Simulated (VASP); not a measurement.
A run of VASP 6.6.1 is set up as follows.

The input INCAR:

```
SYSTEM = Sb
PREC     = Accurate       ! precision mode
ENCUT    = 400            ! plane-wave cutoff, eV
EDIFF    = 1E-6           ! SCF threshold, eV
ISMEAR   = 0              ! smearing method
SIGMA    = 0.04           ! smearing width, eV
LREAL    = .False.        ! projectors in reciprocal space
LASPH    = .True.         ! aspherical terms in the spheres
NELM     = 120            ! most SCF steps
ALGO     = Normal         ! electronic algorithm
ISIF     = 2              ! what is computed and relaxed
LWAVE    = .False.        ! write WAVECAR
LCHARG   = .False.        ! write CHGCAR
LDIPOL   = .True.       
IDIPOL   = 3            
DIPOL    = 0.5 0.5 0.323
GGA      = PE             ! functional
IVDW     = 12             ! dispersion correction
NBANDS   = 12             ! bands
GGA_COMPAT= .False.      
NELMDL   = -8
```

File KPOINTS:

```
regular mesh
0
Gamma
  12 12 1
  0 0 0
```

The input POSCAR:

```
Sb
1.0
    4.0960309279      0.0000000000      0.0000000000
   -2.0480154639      3.5472668382      0.0000000000
    0.0000000000      0.0000000000     26.8700000000
Sb
2
Direct
    0.3333333333      0.6666666667      0.2921240057
    0.6666666667      0.3333333333      0.3532310704
```

Potentials or basis: VASP PAW PBE potentials, release 64 (Sb).

Command:

```console
$ cat potpaw_PBE.64/Sb/POTCAR > POTCAR
$ mpirun -np 1 vasp_std > vasp.out
```

**Question.** What does it give for the dispersion energy per atom?

**Answer.** -0.233 eV.

**Question.** Predict the largest force.

**Answer.** 0.071 eV/Å.

**Question.** What does it give for the band gap on the k mesh?

**Answer.** 1.25 eV, indirect (least direct gap 1.60 eV).

Forces in eV/Å, atoms in the order of the input:
```
Sb   0.000  0.000 -0.071
Sb   0.000  0.000  0.071
```

Caveat: spin-orbit coupling is left out, which moves the levels of the heavy elements.
